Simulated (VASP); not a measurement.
# Sb (R-3m) in VASP: a series of runs

The runs below take Sb through single point, relaxation of cell and atoms, with LDA, PBEsol.

All numbers are computed with VASP 6.6.1; they aren't measurements. Logs are shortened: lines on timing, memory, paths and dates and some standing lists are left out, and cuts for length are marked.

### Step 1. The cell of the first run

Symmetry: R-3m, No. 166, trigonal system. Conventional cell: a = 4.294 Å, b = 4.294 Å, c = 10.995 Å, α = 90.00°, β = 90.00°, γ = 120.00°. Sb (site symmetry 3m) has 6 Sb at 2.90 to 3.28 Å within 3.8 Å.

### Step 2. Single point, LDA

Input file INCAR:

```
SYSTEM = Sb
PREC = Accurate
ENCUT = 520
EDIFF = 1E-7
ISMEAR = -1
SIGMA = 0.05
LREAL = .FALSE.
LASPH = .TRUE.
NELM = 60
ALGO = Normal
ISIF = 2
LWAVE = .FALSE.
LCHARG = .FALSE.
GGA = CA
NBANDS = 12
```

Input file KPOINTS:

```
regular mesh
0
G
  9 9 9
  0 0 0
```

Input file POSCAR:

```
Sb
1.0
    2.1469768582      1.2395576670      3.6648697049
   -2.1469768582      1.2395576670      3.6648697049
    0.0000000000     -2.4791153341      3.6648697049
Sb
2
Direct
    0.2354687208      0.2354687208      0.2354687208
    0.7645312792      0.7645312792      0.7645312792
```

Potentials or basis: VASP PAW LDA potentials, release 64 (Sb).

The run is started by

```sh
$ cat potpaw_LDA.64/Sb/POTCAR > POTCAR
$ mpirun -np 1 vasp_std > vasp.out
```

OUTCAR:

```text
SYSTEM = Sb
   PREC = Accurate
   ENCUT = 520
   EDIFF = 1E-7
   ISMEAR = -1
   LREAL = .FALSE.
   LASPH = .TRUE.
   NELM = 60
   ISIF = 2
   GGA = CA

 ion  position               nearest neighbor table
   1  0.235  0.235  0.235-   2 2.90   2 2.90   2 2.90   2 3.28   2 3.28   2 3.28
   2  0.765  0.765  0.765-   1 2.90   1 2.90   1 2.90   1 3.28   1 3.28   1 3.28

  LATTYP: Found a trigonal (rhomboedric) cell.
 ALAT       =     4.4246223334
 COS(alpha) =     0.5290960775

  Lattice vectors:

 A1 = (   2.1469768582,   1.2395576670,   3.6648697049)
 A2 = (  -2.1469768582,   1.2395576670,   3.6648697049)
 A3 = (   0.0000000000,  -2.4791153341,   3.6648697049)

Analysis of symmetry for initial positions (statically):
=====================================================================
 Subroutine PRICEL returns:
 Original cell was already a primitive cell.

 Routine SETGRP: Setting up the symmetry group for a
 trigonal (rhombohedral) supercell.

 Subroutine GETGRP returns: Found 12 space group operations
 (whereof 12 operations were pure point group operations)
 out of a pool of 12 trial point group operations.

The static configuration has the point symmetry D_3d.

Analysis of symmetry for dynamics (positions and initial velocities):
=====================================================================
 Subroutine PRICEL returns:
 Original cell was already a primitive cell.

 Routine SETGRP: Setting up the symmetry group for a
 trigonal (rhombohedral) supercell.

 Subroutine GETGRP returns: Found 12 space group operations
 (whereof 12 operations were pure point group operations)
 out of a pool of 12 trial point group operations.

The dynamic configuration has the point symmetry D_3d.

 Subroutine INISYM returns: Found 12 space group operations
 (whereof 12 operations are pure point group operations),
 and found     1 'primitive' translations

----------------------------------------------------------------------------------------

                                     Primitive cell

  volume of cell :      58.5199

  direct lattice vectors                    reciprocal lattice vectors
     2.146976858  1.239557667  3.664869705     0.232885603  0.134456566  0.090953666
    -2.146976858  1.239557667  3.664869705    -0.232885603  0.134456566  0.090953666
     0.000000000 -2.479115334  3.664869705     0.000000000 -0.268913131  0.090953666

  length of vectors
     4.424622333  4.424622333  4.424622333     0.283878216  0.283878216  0.283878216

  position of ions in fractional coordinates (direct lattice)
     0.235468721  0.235468721  0.235468721
     0.764531279  0.764531279  0.764531279

  ion indices of the primitive-cell ions
   primitive index   ion index
                 1           1
                 2           2

----------------------------------------------------------------------------------------

 KPOINTS: regular mesh

Automatic generation of k-mesh.
 Grid dimensions read from file:
 generate k-points for:    9    9    9

 Generating k-lattice:

  Cartesian coordinates                     Fractional coordinates (reciprocal lattice)
     0.025876178  0.014939618  0.010105963     0.111111111  0.000000000  0.000000000
    -0.025876178  0.014939618  0.010105963     0.000000000  0.111111111  0.000000000
     0.000000000 -0.029879237  0.010105963     0.000000000  0.000000000  0.111111111

  Length of vectors
     0.031542024  0.031542024  0.031542024

  Shift w.r.t. Gamma in fractional coordinates (k-lattice)
     0.000000000  0.000000000  0.000000000

 Subroutine IBZKPT returns following result:
 ===========================================

 Found     85 irreducible k-points:

 Following reciprocal coordinates:
            Coordinates               Weight
  0.000000  0.000000  0.000000      1.000000
  0.111111  0.000000  0.000000      6.000000
  0.222222  0.000000 -0.000000      6.000000
  0.333333  0.000000  0.000000      6.000000
  0.444444  0.000000 -0.000000      6.000000
  0.111111  0.111111 -0.000000      6.000000
[... 16 lines left out ...]
 -0.333333  0.333333  0.000000      6.000000
  0.444444  0.444444 -0.000000      6.000000
 [... further k-points ...]
   k-points           NKPTS =     85   k-points in BZ     NKDIM =     85   number of bands    NBANDS=     12
   number of dos      NEDOS =    301   number of ions     NIONS =      2
   total plane-waves  NPLWV =  46656
   dimension x,y,z NGX =    36 NGY =   36 NGZ =   36
   dimension x,y,z NGXF=    72 NGYF=   72 NGZF=   72
   ions per type =               2
   NGX,Y,Z   is equivalent  to a cutoff of  13.53, 13.53, 13.53 a.u.
   NGXF,Y,Z  is equivalent  to a cutoff of  27.05, 27.05, 27.05 a.u.
 SYSTEM =  Sb
   PREC   = accura    normal or accurate (medium, high low for compatibility)
   ISTART =      0    job   : 0-new  1-cont  2-samecut
   ICHARG =      2    charge: 1-file 2-atom 10-const
   ISPIN  =      1    spin polarized calculation?
   LNONCOLLINEAR =      F non collinear calculations
   LSORBIT =      F    spin-orbit coupling
   LASPH  =      T    aspherical Exc in radial PAW
   ENCUT  =  520.0 eV  38.22 Ry    6.18 a.u.   8.23  8.23  8.23*2*pi/ulx,y,z
   NELM   =     60;   NELMIN=  2; NELMDL= -5     # of ELM steps
   EDIFF  = 0.1E-06   stopping-criterion for ELM
   LREAL  =      F    real-space projection
   EDIFFG = 0.1E-05   stopping-criterion for IOM
   NSW    =      0    number of steps for IOM
   IBRION =     -1    ionic relax: 0-MD 1-quasi-New 2-CG
   NFREE  =      0    steps in history (QN), initial steepest desc. (CG)
   ISIF   =      2    stress and relaxation
   ISYM   =      2    0-nonsym 1-usesym 2-fastsym
   POTIM  = 0.5000    time-step for ionic-motion
   TEBEG  =    0.0;   TEEND  =   0.0 temperature during run
   PSTRESS=    0.0 pullay stress
   NELECT =      10.0000    total number of electrons
   NUPDOWN=      -1.0000    fix difference up-down
   EMIN   =  10.00;   EMAX   =-10.00  energy-range for DOS
   EFERMI =   0.00;   METHOD = LEGACY
   ISMEAR =    -1;   SIGMA  =   0.05  broadening in eV -4-tet -1-fermi 0-gaus
   EFERMI_NEDOS =   21; number of points for ismear=-14 and -15
   IALGO  =     38    algorithm
   IMIX   =      4    mixing-type and parameters
     AMIX     =   0.40;   BMIX     =  1.00
     AMIX_MAG =   1.60;   BMIX_MAG =  1.00
  volume/ion in A,a.u.               =      29.26       197.46
  Fermi-wavevector in a.u.,A,eV,Ry     =   0.908462  1.716745 11.228937  0.825304
  Thomas-Fermi vector in A             =   2.032391
   LORBIT       =      0    0 simple, 1 ext, 2 COOP (PROOUT), +10 PAW based schemes
   GGA     = CA    functional components
   LHFCALC =     F    Hartree Fock is set to
   AEXX    =    0.0000 exact exchange contribution
   IVDW    =     0    specifies the selected vdW correction
   LEPSILON=     F    determine dielectric tensor
   LRPA    =     F    only Hartree local field effects (RPA)
 non-spin polarized calculation
  energy-cutoff  :      520.00
  volume of cell :       58.52
 maximum number of plane-waves:      1590
 NGX is ok and might be reduce to    36
   NGX = 17   NGY = 17   NGZ = 17

 number of electron      10.0000000 magnetization

 Free energy of the ion-electron system (eV)
  ---------------------------------------------------
  ext. energy  EPLUGINS =         0.00000000
  ---------------------------------------------------
  free energy    TOTEN  =        -9.63322200 eV

  energy without entropy =       -9.63084097  energy(sigma->0) =       -9.63203149

 E-fermi :   7.4988     XC(G=0):  -9.8578

 val. band max:        7.4705081118   @ k =   0.3333   0.1111   0.1111
 cond. band min:       7.5077208623   @ k =   0.4444   0.0000  -0.0000
 fundamental gap:      0.0372127505
 Fermi energy:         7.4987609391

 k-point     1 :       0.0000    0.0000    0.0000
  band No.  band energies     occupation
      1      -5.4046      2.00000
      2       2.8209      2.00000
      3       5.5053      2.00000
      4       5.6516      2.00000
      5       5.6516      2.00000
      6       9.7932      0.00000
      7      10.3216      0.00000
      8      10.3216      0.00000
      9      12.4638      0.00000
     10      12.4638      0.00000
     11      12.6516      0.00000
     12      14.0294      0.00000

 k-point     2 :       0.1111    0.0000    0.0000
  band No.  band energies     occupation
      1      -5.2654      2.00000
      2       2.1609      2.00000
      3       5.5334      2.00000
      4       5.6347      2.00000
      5       5.9699      2.00000
      6       9.6346      0.00000
      7       9.9448      0.00000
      8       9.9483      0.00000
      9      12.0502      0.00000
     10      12.4919      0.00000
     11      12.5472      0.00000
     12      14.9387      0.00000

 k-point     3 :       0.2222    0.0000   -0.0000
  band No.  band energies     occupation
      1      -4.8503      2.00000
      2       0.8266      2.00000
      3       5.5736      2.00000
      4       5.6127      2.00000
      5       6.4370      2.00000
      6       8.9936      0.00000
      7       9.1267      0.00000
      8       9.1462      0.00000
      9      12.2314      0.00000
     10      12.8760      0.00000
     11      13.1929      0.00000
     12      16.7035      0.00000

 k-point     4 :       0.3333    0.0000    0.0000
  band No.  band energies     occupation
      1      -4.1703      2.00000
      2      -0.6168      2.00000
      3       5.6293      2.00000
      4       5.6876      2.00000
      5       6.7573      2.00000
      6       8.1683      0.00000
      7       8.3483      0.00000
      8       8.3565      0.00000
      9      13.2511      0.00000
     10      13.9761      0.00000
     11      14.3622      0.00000
     12      18.2930      0.00000

 k-point     5 :       0.4444    0.0000   -0.0000
  band No.  band energies     occupation
      1      -3.2743      2.00000
      2      -1.9283      2.00000
      3       5.6727      2.00000
      4       5.8363      2.00000
      5       7.0629      1.99967
      6       7.5077      0.91064
      7       7.8171      0.00343
      8       7.8940      0.00074
      9      14.7285      0.00000
     10      15.5718      0.00000
     11      15.8948      0.00000
     12      16.6532      0.00000
[... 228 lines left out ...]
      1      -3.3667      2.00000
      2      -0.4118      2.00000
      3       2.5871      2.00000
      4       3.9613      2.00000
      5       4.1526      2.00000
      6       9.6057      0.00000
      7      11.7694      0.00000
      8      12.0388      0.00000
      9      12.9375      0.00000
     10      16.4572      0.00000
     11      16.7678      0.00000
     12      17.4842      0.00000

 k-point    22 :      -0.4444    0.3333    0.0000
  band No.  band energies     occupation
      1      -2.7145      2.00000
      2      -1.3237      2.00000
      3       2.1743      2.00000
      4       4.1541      2.00000
      5       4.4423      2.00000
      6      10.3892      0.00000
      7      11.1028      0.00000
      8      11.3752      0.00000
      9      13.4215      0.00000
     10      15.4448      0.00000
     11      16.2918      0.00000
     12      18.1977      0.00000

 k-point    23 :      -0.3333    0.3333    0.0000
  band No.  band energies     occupation
      1      -2.2796      2.00000
      2      -2.0720      2.00000
      3       2.3069      2.00000
      4       4.6482      2.00000
      5       4.9660      2.00000
      6       9.7178      0.00000
      7      10.2058      0.00000
      8      12.5701      0.00000
      9      13.0981      0.00000
     10      14.0316      0.00000
     11      15.2847      0.00000
     12      17.4873      0.00000

 k-point    24 :       0.4444    0.4444   -0.0000
  band No.  band energies     occupation
      1      -3.0936      2.00000
      2      -0.3644      2.00000
      3       2.0520      2.00000
      4       3.7335      2.00000
      5       3.7561      2.00000
      6       9.0895      0.00000
      7      12.5216      0.00000
      8      12.9522      0.00000
      9      14.2309      0.00000
     10      16.0436      0.00000
     11      17.2942      0.00000
     12      18.3489      0.00000

 [... further k-points ...]

------------------------ aborting loop because EDIFF is reached ----------------------------------------

  FORCE on cell =-STRESS in cart. coord.  units (eV):
  Direction    XX          YY          ZZ          XY          YZ          ZX
  --------------------------------------------------------------------------------------
  -------------------------------------------------------------------------------------
  Total        0.1133139      0.1133139      0.0812318     -0.0000000     -0.0000000      0.0000000
  in kB        3.1023428      3.1023428      2.2239908     -0.0000000     -0.0000000      0.0000000
  external PRESSURE =       2.8095588 kB  Pullay stress =       0.0000000 kB

 VOLUME and BASIS-vectors are now :
 -----------------------------------------------------------------------------
  energy-cutoff  :      520.00
  volume of cell :       58.52
      direct lattice vectors                 reciprocal lattice vectors
     2.146976858  1.239557667  3.664869705     0.232885603  0.134456566  0.090953666
    -2.146976858  1.239557667  3.664869705    -0.232885603  0.134456566  0.090953666
     0.000000000 -2.479115334  3.664869705     0.000000000 -0.268913131  0.090953666

 POSITION                                       TOTAL-FORCE (eV/Angst)
 -----------------------------------------------------------------------------------
      0.00000     -0.00000      2.58889         0.000000     -0.000000      0.072958
      0.00000     -0.00000      8.40572         0.000000      0.000000     -0.072958
 -----------------------------------------------------------------------------------
    total drift:                                0.000000      0.000000     -0.000000

  FREE ENERGIE OF THE ION-ELECTRON SYSTEM (eV)
  ---------------------------------------------------
  free  energy   TOTEN  =        -9.6332220027 eV

  energy  without entropy=       -9.6308409733  energy(sigma->0) =       -9.63203149
```

Wall time 19 s (1 thread of Intel Xeon 6975P-C (Granite Rapids), shared host); peak memory 0.19 GiB.

What came out:

```
Free energy            : -9.6332 eV
Pressure               : 0.3 GPa
Largest force          : 0.073 eV/Å
Band gap on the k mesh : 0.04 eV, indirect (least direct gap 0.44 eV)
```

Forces on the atoms (eV/Å):
```
Sb   0.000  0.000  0.073
Sb   0.000  0.000 -0.073
```

Stress tensor (GPa, compression positive):
```
0.31 0.00 0.00
0.00 0.31 0.00
0.00 0.00 0.22
```

Levels at points of the mesh, in eV from the valence-band top:
```tsv
k point	band 3	band 4	band 5	band 6	band 7	band 8
(0.00, 0.00, 0.00)	-1.97	-1.82	-1.82	2.32	2.85	2.85
```

Caveat: spin-orbit coupling is left out, which moves the levels of the heavy elements. A k mesh can miss the band edges.

### Step 3. Single point, PBEsol

This run uses another cell than the first one, of 29.89 Å³/atom, 1.022 times its volume.

Input file INCAR:

```
SYSTEM = Sb
PREC     = Accurate       ! precision mode
ENCUT    = 520            ! plane-wave cutoff, eV
EDIFF    = 1E-7           ! SCF threshold, eV
ISMEAR   = -1             ! smearing method
SIGMA    = 0.05           ! smearing width, eV
LREAL    = .False.        ! projectors in reciprocal space
LASPH    = .True.         ! aspherical terms in the spheres
NELM     = 100            ! most SCF steps
ALGO     = Normal         ! electronic algorithm
ISIF     = 2              ! what is computed and relaxed
LWAVE    = .False.        ! write WAVECAR
LCHARG   = .False.        ! write CHGCAR
GGA      = PS             ! functional
NBANDS   = 12             ! bands
```

Input file KPOINTS:

```
regular mesh
0
Gamma
  9 9 9
  0 0 0
```

Input file POSCAR:

```
Sb
1.0
    2.1605119244      1.2473721412      3.6974062787
   -2.1605119244      1.2473721412      3.6974062787
    0.0000000000     -2.4947442823      3.6974062787
Sb
2
Direct
    0.2353554839      0.2353554839      0.2353554839
    0.7646445161      0.7646445161      0.7646445161
```

Potentials or basis: VASP PAW PBE potentials, release 64 (Sb).

The run is started by

```sh
$ cat potpaw_PBE.64/Sb/POTCAR > POTCAR
$ mpirun -np 1 vasp_std > vasp.out
```

Wall time 22 s (1 thread of Intel Xeon 6975P-C (Granite Rapids), shared host); peak memory 0.22 GiB.

Results (log left out):

| Property | Result |
| --- | --- |
| Free energy | -9.1225 eV |
| Pressure | 0.2 GPa |
| Largest force | 0.049 eV/Å |
| Band gap on the k mesh | 0.06 eV, indirect (least direct gap 0.45 eV) |

Forces on the atoms (eV/Å):
```
Sb   0.000  0.000  0.049
Sb   0.000  0.000 -0.049
```

Levels at points of the mesh, in eV from the valence-band top:
| k point | band 1 | band 2 | band 3 | band 4 | band 5 | band 6 | band 7 | band 8 | band 9 | band 10 |
| --- | --- | --- | --- | --- | --- | --- | --- | --- | --- | --- |
| (0.00, 0.00, 0.00) | -12.69 | -4.66 | -1.91 | -1.75 | -1.75 | 2.32 | 2.85 | 2.85 | 5.02 | 5.02 |

Caveat: the PAW data sets were made with another functional, which shifts forces and pressure a little; spin-orbit coupling is left out, which moves the levels of the heavy elements. A k mesh can miss the band edges.

(Part 1 of 2 ends here.)
